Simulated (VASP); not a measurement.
# Al2Au (Fm-3m) in VASP: single point with PBEsol

Aim: the single point of Al2Au with PBEsol.

Program: VASP 6.6.1. These are calculated values, not measurements. Logs are shortened: lines on timing, memory, paths and dates and some standing lists are left out, and cuts for length are marked.

### Step 1. The cell of the first run

Symmetry: Fm-3m, No. 225, cubic system. The conventional cell has a = 6.005 Å, b = 6.005 Å, c = 6.005 Å, α = 90.00°, β = 90.00°, γ = 90.00°. Al (site symmetry -43m) has 4 Au at 2.60 Å and 6 Al at 3.00 Å within 3.4 Å. Within 3.4 Å of Au (site symmetry m-3m) lie 8 Al at 2.60 Å.

### Step 2. Single point, PBEsol (18.04 Å³/atom)

The input, INCAR:

```
SYSTEM = Al2Au
ALGO     = Normal         ! electronic algorithm
EDIFF    = 1E-6           ! SCF threshold, eV
ENCUT    = 520            ! plane-wave cutoff, eV
GGA      = PS             ! functional
ISIF     = 2              ! what is computed and relaxed
ISMEAR   = 0              ! smearing method
LASPH    = .TRUE.         ! aspherical terms in the spheres
LCHARG   = .FALSE.        ! write CHGCAR
LREAL    = .FALSE.        ! projectors in reciprocal space
LWAVE    = .FALSE.        ! write WAVECAR
NBANDS   = 16             ! bands
NELM     = 60             ! most SCF steps
PREC     = Accurate       ! precision mode
SIGMA    = 0.05           ! smearing width, eV
```

The input, KPOINTS:

```
k-points
0
G
  10 10 10
  0 0 0
```

The input, POSCAR:

```
Al2Au
1.0
    0.0000000000      3.0022629966      3.0022629966
    3.0022629966      0.0000000000      3.0022629966
    3.0022629966      3.0022629966      0.0000000000
Al Au
2 1
Direct
    0.2500000000      0.2500000000      0.2500000000
    0.7500000000      0.7500000000      0.7500000000
    0.0000000000      0.0000000000      0.0000000000
```

Potentials or basis: VASP PAW PBE potentials, release 64 (Al, Au).

On the command line:

```console
> cat potpaw_PBE.64/Al/POTCAR potpaw_PBE.64/Au/POTCAR > POTCAR
> mpirun -np 1 vasp_std > vasp.out
```

OUTCAR:

```text
SYSTEM = Al2Au
   EDIFF = 1E-6
   ENCUT = 520
   GGA = PS
   ISIF = 2
   ISMEAR = 0
   LASPH = .TRUE.
   LREAL = .FALSE.
   NELM = 60
   PREC = Accurate

 ion  position               nearest neighbor table
   1  0.250  0.250  0.250-   3 2.60   3 2.60   3 2.60   3 2.60   2 3.00   2 3.00   2 3.00   2 3.00
                             2 3.00   2 3.00
   2  0.750  0.750  0.750-   3 2.60   3 2.60   3 2.60   3 2.60   1 3.00   1 3.00   1 3.00   1 3.00
                             1 3.00   1 3.00
   3  0.000  0.000  0.000-   1 2.60   2 2.60   2 2.60   2 2.60   2 2.60   1 2.60   1 2.60   1 2.60

  LATTYP: Found a face centered cubic cell.
 ALAT       =     6.0045259932

  Lattice vectors:

 A1 = (   0.0000000000,   3.0022629966,   3.0022629966)
 A2 = (   3.0022629966,   0.0000000000,   3.0022629966)
 A3 = (   3.0022629966,   3.0022629966,   0.0000000000)

Analysis of symmetry for initial positions (statically):
=====================================================================
 Subroutine PRICEL returns:
 Original cell was already a primitive cell.

 Routine SETGRP: Setting up the symmetry group for a
 face centered cubic supercell.

 Subroutine GETGRP returns: Found 48 space group operations
 (whereof 48 operations were pure point group operations)
 out of a pool of 48 trial point group operations.

The static configuration has the point symmetry O_h .

Analysis of symmetry for dynamics (positions and initial velocities):
=====================================================================
 Subroutine PRICEL returns:
 Original cell was already a primitive cell.

 Routine SETGRP: Setting up the symmetry group for a
 face centered cubic supercell.

 Subroutine GETGRP returns: Found 48 space group operations
 (whereof 48 operations were pure point group operations)
 out of a pool of 48 trial point group operations.

The dynamic configuration has the point symmetry O_h .

 Subroutine INISYM returns: Found 48 space group operations
 (whereof 48 operations are pure point group operations),
 and found     1 'primitive' translations

----------------------------------------------------------------------------------------

                                     Primitive cell

  volume of cell :      54.1223

  direct lattice vectors                    reciprocal lattice vectors
[... 88 lines left out ...]
   NELM   =     60;   NELMIN=  2; NELMDL= -5     # of ELM steps
   EDIFF  = 0.1E-05   stopping-criterion for ELM
   LREAL  =      F    real-space projection
   EDIFFG = 0.1E-04   stopping-criterion for IOM
   NSW    =      0    number of steps for IOM
   IBRION =     -1    ionic relax: 0-MD 1-quasi-New 2-CG
   NFREE  =      0    steps in history (QN), initial steepest desc. (CG)
   ISIF   =      2    stress and relaxation
   ISYM   =      2    0-nonsym 1-usesym 2-fastsym
   POTIM  = 0.5000    time-step for ionic-motion
   TEBEG  =    0.0;   TEEND  =   0.0 temperature during run
   PSTRESS=    0.0 pullay stress
   NELECT =      17.0000    total number of electrons
   NUPDOWN=      -1.0000    fix difference up-down
   EMIN   =  10.00;   EMAX   =-10.00  energy-range for DOS
   EFERMI =   0.00;   METHOD = LEGACY
   ISMEAR =     0;   SIGMA  =   0.05  broadening in eV -4-tet -1-fermi 0-gaus
   EFERMI_NEDOS =   21; number of points for ismear=-14 and -15
   IALGO  =     38    algorithm
   IMIX   =      4    mixing-type and parameters
     AMIX     =   0.40;   BMIX     =  1.00
     AMIX_MAG =   1.60;   BMIX_MAG =  1.00
  volume/ion in A,a.u.               =      18.04       121.75
  Fermi-wavevector in a.u.,A,eV,Ry     =   1.112839  2.102961 16.849605  1.238411
  Thomas-Fermi vector in A             =   2.249418
   LORBIT       =      0    0 simple, 1 ext, 2 COOP (PROOUT), +10 PAW based schemes
   GGA     = PS    functional components
   LHFCALC =     F    Hartree Fock is set to
   AEXX    =    0.0000 exact exchange contribution
   IVDW    =     0    specifies the selected vdW correction
   LEPSILON=     F    determine dielectric tensor
   LRPA    =     F    only Hartree local field effects (RPA)
 non-spin polarized calculation
 Gauss-broadening in eV      SIGMA  =   0.05
  energy-cutoff  :      520.00
  volume of cell :       54.12
 maximum number of plane-waves:      1476
   NGX = 15   NGY = 15   NGZ = 15

 number of electron      17.0000001 magnetization

 Free energy of the ion-electron system (eV)
  ---------------------------------------------------
  ext. energy  EPLUGINS =         0.00000000
  ---------------------------------------------------
  free energy    TOTEN  =       -13.47815497 eV

  energy without entropy =      -13.47738126  energy(sigma->0) =      -13.47776811

 E-fermi :   7.6563     XC(G=0): -10.6299

 val. band max:        7.6027270647   @ k =  -0.2000   0.1000   0.0000
 cond. band min:       7.6942264194   @ k =   0.5000   0.1000   0.0000
 fundamental gap:      0.0914993547
 Fermi energy:         7.6562841196

 k-point     1 :       0.0000    0.0000    0.0000
  band No.  band energies     occupation
      1      -2.8842      2.00000
      2       1.0738      2.00000
      3       1.0738      2.00000
      4       1.0738      2.00000
      5       2.0332      2.00000
      6       2.0332      2.00000
[... 433 lines left out ...]
      3       1.4620      2.00000
      4       1.6289      2.00000
      5       1.8249      2.00000
      6       2.2595      2.00000
[... 8 lines left out ...]
     15      16.6726      0.00000
     16      18.1643      0.00000

 [... further k-points ...]

------------------------ aborting loop because EDIFF is reached ----------------------------------------

  FORCE on cell =-STRESS in cart. coord.  units (eV):
  Direction    XX          YY          ZZ          XY          YZ          ZX
  --------------------------------------------------------------------------------------
  -------------------------------------------------------------------------------------
  Total       -0.0585517     -0.0585517     -0.0585517      0.0000000     -0.0000000      0.0000000
  in kB       -1.7332996     -1.7332996     -1.7332996      0.0000000     -0.0000000      0.0000000
  external PRESSURE =      -1.7332996 kB  Pullay stress =       0.0000000 kB

 VOLUME and BASIS-vectors are now :
 -----------------------------------------------------------------------------
  energy-cutoff  :      520.00
  volume of cell :       54.12
      direct lattice vectors                 reciprocal lattice vectors
     0.000000000  3.002262997  3.002262997    -0.166541039  0.166541039  0.166541039
     3.002262997  0.000000000  3.002262997     0.166541039 -0.166541039  0.166541039
     3.002262997  3.002262997  0.000000000     0.166541039  0.166541039 -0.166541039

 POSITION                                       TOTAL-FORCE (eV/Angst)
 -----------------------------------------------------------------------------------
      1.50113      1.50113      1.50113        -0.000000     -0.000000      0.000000
      4.50339      4.50339      4.50339         0.000000      0.000000      0.000000
      0.00000      0.00000      0.00000        -0.000000      0.000000     -0.000000
 -----------------------------------------------------------------------------------
    total drift:                                0.000000     -0.000000      0.000000

  FREE ENERGIE OF THE ION-ELECTRON SYSTEM (eV)
  ---------------------------------------------------
  free  energy   TOTEN  =       -13.4781549680 eV

  energy  without entropy=      -13.4773812575  energy(sigma->0) =      -13.47776811
```

OSZICAR:

```text
N       E                     dE             d eps       ncg     rms          rms(c)
DAV:   1     0.569620914146E+02    0.56962E+02   -0.70416E+03  1528   0.890E+02
DAV:   2    -0.133891104677E+02   -0.70351E+02   -0.63651E+02  1880   0.171E+02
DAV:   3    -0.148469876190E+02   -0.14579E+01   -0.14531E+01  1888   0.240E+01
DAV:   4    -0.148582699705E+02   -0.11282E-01   -0.11282E-01  1784   0.243E+00
DAV:   5    -0.148584730761E+02   -0.20311E-03   -0.20311E-03  2008   0.338E-01    0.929E+00
DAV:   6    -0.136051842630E+02    0.12533E+01   -0.48813E+00  1728   0.220E+01    0.394E+00
DAV:   7    -0.135145603202E+02    0.90624E-01   -0.22760E-01  1592   0.480E+00    0.180E+00
DAV:   8    -0.134796294885E+02    0.34931E-01   -0.23742E-02  1776   0.934E-01    0.418E-01
DAV:   9    -0.134781068018E+02    0.15227E-02   -0.26972E-03  1792   0.505E-01    0.196E-01
DAV:  10    -0.134781603432E+02   -0.53541E-04   -0.12834E-04  1728   0.762E-02    0.347E-02
DAV:  11    -0.134781550128E+02    0.53304E-05   -0.59515E-06  1936   0.193E-02    0.127E-02
DAV:  12    -0.134781549680E+02    0.44805E-07   -0.85103E-07  1296   0.680E-03
   1 F= -.13478155E+02 E0= -.13477768E+02  d E =-.773710E-03
```

Run time: 13 s. Hardware: 1 thread of Intel Xeon 6975P-C (Granite Rapids), shared host; peak memory 0.19 GiB.

What came out:

```yaml
Free_energy: -13.4782 eV
Pressure: -0.2 GPa
Band_gap_on_the_k_mesh: zero (an odd number of electrons rules out a gap without spin polarisation)
```

Levels at points of the mesh, in eV from the Fermi level:
```tsv
k point	band 7	band 8	band 9	band 10	band 11	band 12
(0.00, 0.00, 0.00)	2.26	2.93	2.93	2.93	3.93	3.93
(0.50, 0.00, 0.00)	-5.45	0.36	0.36	3.26	3.59	3.82
(0.50, 0.50, 0.00)	-5.02	-2.10	-2.10	1.28	2.04	7.66
```

Caveat: the PAW data sets were made with another functional, which shifts forces and pressure a little; spin-orbit coupling is left out, which moves the levels of the heavy elements.
